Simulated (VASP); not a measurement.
A run of VASP 6.6.1 is set up as follows.

File INCAR:

```
PREC = Accurate
ENCUT = 520
EDIFF = 1E-7
ISMEAR = 0
SIGMA = 0.1
LREAL = False
LASPH = True
NELM = 60
ALGO = Normal
ISIF = 2
LWAVE = False
LCHARG = False
NBANDS = 18
```

Contents of KPOINTS:

```
regular mesh
0
Gamma
  18 18 18
```

File POSCAR:

```
Si2W
1.0
   -1.5927161699      1.5927161699      3.8857829554
    1.5927161699     -1.5927161699      3.8857829554
    1.5927161699      1.5927161699     -3.8857829554
Si W
2 1
Direct
    0.3346982953      0.3346982953      0.0000000000
    0.6653017047      0.6653017047      0.0000000000
    0.0000000000      0.0000000000      0.0000000000
```

Potentials or basis: VASP PAW LDA potentials, release 64 (Si, W_sv).

Run with:

```console
$ cat potpaw_LDA.64/Si/POTCAR potpaw_LDA.64/W_sv/POTCAR > POTCAR
$ mpirun -np 1 vasp_std > vasp.out
```

What does it give for the pressure?

0.8 GPa.

Estimate the band gap on the k mesh.

zero (bands 11 and 12 overlap by 1.32 eV).

Estimate the largest force.

0.014 eV/Å.

Forces on the atoms (eV/Å):
```
Si   0.000  0.000 -0.014
Si   0.000  0.000  0.014
W    0.000  0.000  0.000
```

Caveat: spin-orbit coupling is left out, which moves the levels of the heavy elements.
